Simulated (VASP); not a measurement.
# SnO in VASP: single point with PBE+D3(BJ)

Aim: the single point of SnO with PBE+D3(BJ).

Everything below comes from runs of VASP 6.6.1. Logs are shortened: lines on timing, memory, paths and dates and some standing lists are left out, and cuts for length are marked.

### Step 1. The cell of the first run

The cell holds a slab with vacuum, 8 atoms: a = 3.820 Å, b = 3.820 Å, c = 22.226 Å, α = 90.00°, β = 90.00°, γ = 90.00°.

### Step 2. Single point, PBE+D3(BJ)

File INCAR:

```
ALGO     = Normal         # electronic algorithm
DIPOL    = 0.5 0.5 0.399
EDIFF    = 1E-6           # SCF threshold, eV
ENCUT    = 520            # plane-wave cutoff, eV
GGA      = PE             # functional
IDIPOL   = 3            
ISIF     = 2              # what is computed and relaxed
ISMEAR   = 0              # smearing method
IVDW     = 12             # dispersion correction
LASPH    = True           # aspherical terms in the spheres
LCHARG   = False          # write CHGCAR
LDIPOL   = True         
LREAL    = False          # projectors in reciprocal space
LWAVE    = False          # write WAVECAR
NBANDS   = 50             # bands
NELM     = 60             # most SCF steps
PREC     = Accurate       # precision mode
SIGMA    = 0.05           # smearing width, eV
```

File KPOINTS:

```
k-points
0
Gamma
  7 7 1
```

File POSCAR:

```
SnO
1.0
    3.8201528477      0.0002954339      0.0000000000
   -0.0003145169      3.8201528461      0.0000000000
    0.0000000000      0.0000000000     22.2260749922
Sn O
4 4
Direct
    0.9999452930      0.9999452930      0.2024648977
    0.4999452930      0.4999452930      0.3087831522
    0.4999452930      0.7499452930      0.4887519501
   -0.0000547070      0.2499452930      0.5950702046
    0.9999461076      0.4999461076      0.2556240249
    0.4999461076      0.9999461076      0.2556240249
    0.4999461076      0.2499461076      0.5419110773
   -0.0000538924      0.7499461076      0.5419110773
```

Potentials or basis: VASP PAW PBE potentials, release 64 (Sn_d, O).

Run with:

```bash
cat potpaw_PBE.64/Sn_d/POTCAR potpaw_PBE.64/O/POTCAR > POTCAR
mpirun -np 1 vasp_std > vasp.out
```

OUTCAR:

```text
EDIFF = 1E-6
   ENCUT = 520
   GGA = PE
   ISIF = 2
   ISMEAR = 0
   IVDW = 12
   LASPH = True
   LREAL = False
   NELM = 60
   PREC = Accurate
 IVDW          = 12

 ion  position               nearest neighbor table
   1  1.000  1.000  0.202-   5 2.25   6 2.25   5 2.25   6 2.25   2 3.59   2 3.59   2 3.59   2 3.59

   2  0.500  0.500  0.309-   6 2.25   5 2.25   6 2.25   5 2.25   1 3.59   1 3.59   1 3.59   1 3.59

   3  0.500  0.750  0.489-   7 2.25   8 2.25   7 2.25   8 2.25   4 3.59   4 3.59   4 3.59   4 3.59

   4  1.000  0.250  0.595-   8 2.25   7 2.25   8 2.25   7 2.25   3 3.59   3 3.59   3 3.59   3 3.59

   5  1.000  0.500  0.256-   1 2.25   2 2.25   1 2.25   2 2.25
   6  0.500  1.000  0.256-   1 2.25   2 2.25   1 2.25   2 2.25
   7  0.500  0.250  0.542-   3 2.25   4 2.25   3 2.25   4 2.25
   8  1.000  0.750  0.542-   3 2.25   4 2.25   3 2.25   4 2.25

  LATTYP: Found a simple tetragonal cell.
 ALAT       =     3.8201528591
 C/A-ratio  =     5.8181114243

  Lattice vectors:

 A1 = (   3.8201528477,   0.0002954339,   0.0000000000)
 A2 = (  -0.0003145169,   3.8201528461,   0.0000000000)
 A3 = (   0.0000000000,   0.0000000000,  22.2260749922)

Analysis of symmetry for initial positions (statically):
=====================================================================
 Subroutine PRICEL returns:
 Original cell was already a primitive cell.

 Routine SETGRP: Setting up the symmetry group for a
 simple tetragonal supercell.

 Subroutine GETGRP returns: Found  4 space group operations
 (whereof  1 operations were pure point group operations)
 out of a pool of 16 trial point group operations.

The static configuration has the point symmetry C_1 .
 The point group associated with its full space group is C_2h.

Analysis of symmetry for dynamics (positions and initial velocities):
=====================================================================
 Subroutine PRICEL returns:
 Original cell was already a primitive cell.

 Routine SETGRP: Setting up the symmetry group for a
 simple tetragonal supercell.

 Subroutine GETGRP returns: Found  4 space group operations
 (whereof  1 operations were pure point group operations)
 out of a pool of 16 trial point group operations.

The dynamic configuration has the point symmetry C_1 .
 The point group associated with its full space group is C_2h.

 Subroutine INISYM returns: Found  4 space group operations
 (whereof  1 operations are pure point group operations),
[... 110 lines left out ...]
   NELECT =      80.0000    total number of electrons
   NUPDOWN=      -1.0000    fix difference up-down
   EMIN   =  10.00;   EMAX   =-10.00  energy-range for DOS
   EFERMI =   0.00;   METHOD = LEGACY
   ISMEAR =     0;   SIGMA  =   0.05  broadening in eV -4-tet -1-fermi 0-gaus
   EFERMI_NEDOS =   21; number of points for ismear=-14 and -15
   IALGO  =     38    algorithm
   IMIX   =      4    mixing-type and parameters
     AMIX     =   0.40;   BMIX     =  1.00
     AMIX_MAG =   1.60;   BMIX_MAG =  1.00
  volume/ion in A,a.u.               =      40.54       273.61
  Fermi-wavevector in a.u.,A,eV,Ry     =   1.026668  1.940121 14.341186  1.054047
  Thomas-Fermi vector in A             =   2.160573
   LORBIT       =      0    0 simple, 1 ext, 2 COOP (PROOUT), +10 PAW based schemes
   GGA     = PE    functional components
   LHFCALC =     F    Hartree Fock is set to
   AEXX    =    0.0000 exact exchange contribution
   IVDW    =    12    specifies the selected vdW correction
   LEPSILON=     F    determine dielectric tensor
   LRPA    =     F    only Hartree local field effects (RPA)
 non-spin polarized calculation
 Gauss-broadening in eV      SIGMA  =   0.05
  energy-cutoff  :      520.00
  volume of cell :      324.36
 maximum number of plane-waves:      8769
   NGX = 15   NGY = 15   NGZ = 83

 dipolmoment           0.000000      0.000000     -0.000000 electrons x Angstroem

 number of electron      79.9999970 magnetization

 dipolmoment           0.000000      0.000000      0.000000 electrons x Angstroem

 Free energy of the ion-electron system (eV)
  ---------------------------------------------------
  ext. energy  EPLUGINS =         0.00000000
  ---------------------------------------------------
  free energy    TOTEN  =       -45.12338710 eV

  energy without entropy =      -45.12338710  energy(sigma->0) =      -45.12338710

 E-fermi :   0.1737     XC(G=0):  -5.2925

 val. band max:       -0.1243436006   @ k =   0.1429   0.1429   0.0000
 cond. band min:       2.1463511828   @ k =   0.4286  -0.0000   0.0000
 fundamental gap:      2.2706947834
 Fermi energy:         0.1737280177

 k-point     1 :       0.0000    0.0000    0.0000
  band No.  band energies     occupation
      1     -21.0442      2.00000
      2     -21.0441      2.00000
      3     -20.6837      2.00000
      4     -20.6836      2.00000
      5     -20.6473      2.00000
      6     -20.6464      2.00000
[... 837 lines left out ...]
     49       6.0704      0.00000
     50       6.2297      0.00000

------------------------ aborting loop because EDIFF is reached ----------------------------------------

 vacuum level on the upper side and lower side of the slab       (xc-potential included)        -0.176        -0.176

 Edisp (eV)   -1.25436

 E8    (eV) :    -0.5545

  FORCE on cell =-STRESS in cart. coord.  units (eV):
  Direction    XX          YY          ZZ          XY          YZ          ZX
  --------------------------------------------------------------------------------------
  -------------------------------------------------------------------------------------
  Total       0.26209     0.33969     0.42467    -0.00001     0.41640    -0.00003
  in kB       1.29460     1.67789     2.09766    -0.00004     2.05682    -0.00017
  external pressure =        1.69 kB  Pullay stress =        0.00 kB

 VOLUME and BASIS-vectors are now :
 -----------------------------------------------------------------------------
  energy-cutoff  :      520.00
  volume of cell :      324.36
      direct lattice vectors                 reciprocal lattice vectors
     3.820152848  0.000295434  0.000000000     0.261769629  0.000021552  0.000000000
    -0.000314517  3.820152846  0.000000000    -0.000020244  0.261769629  0.000000000
     0.000000000  0.000000000 22.226074992     0.000000000  0.000000000  0.044992199

 POSITION                                       TOTAL-FORCE (eV/Angst)
 -----------------------------------------------------------------------------------
      3.81963      3.82024      4.50000         0.000001     -0.007799     -0.081200
      1.90971      1.91002      6.86304         0.000004     -0.049917      0.027898
      1.90963      2.86505     10.86304        -0.000004      0.049917     -0.027898
      3.81987      0.95512     13.22607        -0.000001      0.007799      0.081200
      3.81979      1.91017      5.68152        -0.000001      0.015596      0.001811
      1.90956      3.82009      5.68152         0.000003     -0.038961      0.000550
      1.90979      0.95498     12.04456        -0.000003      0.038961     -0.000550
      3.81971      2.86520     12.04456         0.000001     -0.015596     -0.001811
 -----------------------------------------------------------------------------------
    total drift:                               -0.013938     -0.013940      0.000013

  FREE ENERGIE OF THE ION-ELECTRON SYSTEM (eV)
  ---------------------------------------------------
  free  energy   TOTEN  =       -46.3777434044 eV

  energy  without entropy=      -46.3777434044  energy(sigma->0) =      -46.37774340

 vacuum level on the upper side and lower side of the slab         4.810         4.810
```

stdout:

```text
POSCAR found type information on POSCAR SnO
 POSCAR found :  2 types and       8 ions
 scaLAPACK will be used
 LDA part: xc-table for (Slater+PW92), standard interpolation
 POSCAR, INCAR and KPOINTS ok, starting setup
 FFT: planning ... GRIDC
 FFT: planning ... GRID_SOFT
 FFT: planning ... GRID
 WAVECAR not read
 entering main loop
```

It took 4.7 min on 1 thread of Intel Xeon Platinum 8488C (Sapphire Rapids), shared host; peak memory 0.44 GiB.

What came out:

| Item | Value |
| --- | --- |
| Free energy | -46.3777 eV |
| Largest force | 0.082 eV/Å |
| Band gap on the k mesh | 2.27 eV, indirect (least direct gap 2.51 eV) |
| Dispersion energy per atom | -0.157 eV |

Forces in eV/Å, atoms in the order of the input:
```
Sn   0.000 -0.008 -0.081
Sn   0.000 -0.050  0.028
Sn   0.000  0.050 -0.028
Sn   0.000  0.008  0.081
O    0.000  0.016  0.002
O    0.000 -0.039  0.001
O    0.000  0.039 -0.001
O    0.000 -0.016 -0.002
```

Caveat: spin-orbit coupling is left out, which moves the levels of the heavy elements.
